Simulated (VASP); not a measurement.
The system is Cd3Te2.

```
CELL_PARAMETERS angstrom
4.60000 0.00000 0.00000
-2.30000 3.98372 0.00000
0.00000 0.00000 7.34000
ATOMIC_POSITIONS crystal
Cd 0.33333 0.66667 0.63000
Cd 0.66667 0.33333 0.37000
Cd 0.00000 0.00000 0.00000
Te 0.66667 0.33333 0.77000
Te 0.33333 0.66667 0.23000
```

```yaml
Program: VASP 6.6.1
Task: relaxation of cell and atoms
Functional: PBE
Potentials_or_basis: VASP PAW PBE potentials, release 64 (Cd, Te)
Cutoff: 600 eV
k_mesh: 4 × 4 × 2
Occupations: gaussian, width 0.2 eV
Spin: no spin polarisation
```

At the start: pressure 7.1 GPa; volume 26.90 Å³/atom.

Q: How do energy, volume and symmetry change on relaxing?

A: Over 10 steps the energy falls by 94.1 meV/atom and the volume is 32.52 Å³/atom (+20.9 %); space group P-3m1 (No. 164, to 0.1 Å) before and after.

Step by step:
```
step  energy change (eV)  largest force (eV/Å)  pressure (GPa)  volume (Å³)
   1              0.0000                0.2848            7.13       134.51
   2             -0.3735                0.4967           -0.95       159.17
   3             -0.3893                0.3840            0.10       154.22
   4             -0.3893                0.3941            0.01       154.63
   5             -0.4029                0.3342            0.01       155.25
   6             -0.4292                0.1423            0.05       157.14
   7             -0.4125                0.2832            0.31       160.94
   8             -0.4340                0.1638            0.11       158.34
   9             -0.4471                0.1127            0.06       159.42
  10             -0.4705                0.0298           -0.01       162.61
```

Final structure:
```
CELL_PARAMETERS angstrom
4.86105 0.00000 0.00000
-2.43052 4.20979 0.00000
0.00000 0.00000 7.94617
ATOMIC_POSITIONS crystal
Cd 0.33333 0.66667 0.63746
Cd 0.66667 0.33333 0.36254
Cd 0.00000 0.00000 0.00000
Te 0.66667 0.33333 0.74819
Te 0.33333 0.66667 0.25181
```

Caveat: the k points lie up to 0.40 Å⁻¹ apart in the final cell, too coarse for converged energies and pressures of a metal; the volume moved by over 15 % at a fixed basis, so the end points are rough.
